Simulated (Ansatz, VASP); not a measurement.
# TiN in VASP and in Ansatz

File INCAR:

```
SYSTEM = TiN
ALGO = Normal
EDIFF = 1E-6
ENCUT = 600
GGA = PS
GGA_COMPAT = .False.
ISIF = 2
ISMEAR = 1
LASPH = .True.
LCHARG = .True.
LELF = .True.
LREAL = .False.
LVHAR = .True.
LWAVE = .False.
NBANDS = 16
NELM = 120
PREC = Accurate
SIGMA = 0.3
```

The input KPOINTS:

```
k-points
0
Gamma
  11 11 11
  0 0 0
```

The input POSCAR:

```
TiN
1.0
    0.0000000000      2.1190000000      2.1190000000
    2.1190000000      0.0000000000      2.1190000000
    2.1190000000      2.1190000000      0.0000000000
Ti N
1 1
Direct
    0.0000000000      0.0000000000      0.0000000000
    0.5000000000      0.5000000000      0.5000000000
```

Input for Ansatz:

```yaml
crystal:
  lattice:
    - [0.0, 2.119, 2.119]
    - [2.119, 0.0, 2.119]
    - [2.119, 2.119, 0.0]
  atoms:
    - { symbol: Ti, position: [0.0, 0.0, 0.0] }
    - { symbol: "N", position: [0.5, 0.5, 0.5] }
kpoints:
  mp_grid:
    grid: [11, 11, 11]
    shift: [0.0, 0.0, 0.0]
hamiltonian:
  xc: pbesol
  pseudopotentials:
    kind: paw
scf:
  convergence:
    dr2_threshold: 1.0e-10
  occupations:
    method: cold
    width: 0.3
output:
  forces: true
  stress: true
```

Alike in both runs: task single point; functional PBEsol; k mesh 11 × 11 × 11; no spin polarisation.

|  | VASP | Ansatz |
| --- | --- | --- |
| version | VASP 6.6.1 | Ansatz 0.2.0 |
| potentials or method | VASP PAW PBE potentials, release 64 (Ti_sv, N) | plane waves, PAW |
| plane-wave cutoff (eV) | 600 | 420 |
| occupations | methfessel-paxton of order 1, width 0.3 eV | cold, width 0.3 eV |
| valence electrons in the cell | 17 | 17 |

Ansatz gave:

* pressure (GPa): -6.8

Problem. Which values does VASP return?

Solution. Pressure (GPa): -6.5.

VASP's potentials were made for PBE, not for PBEsol.
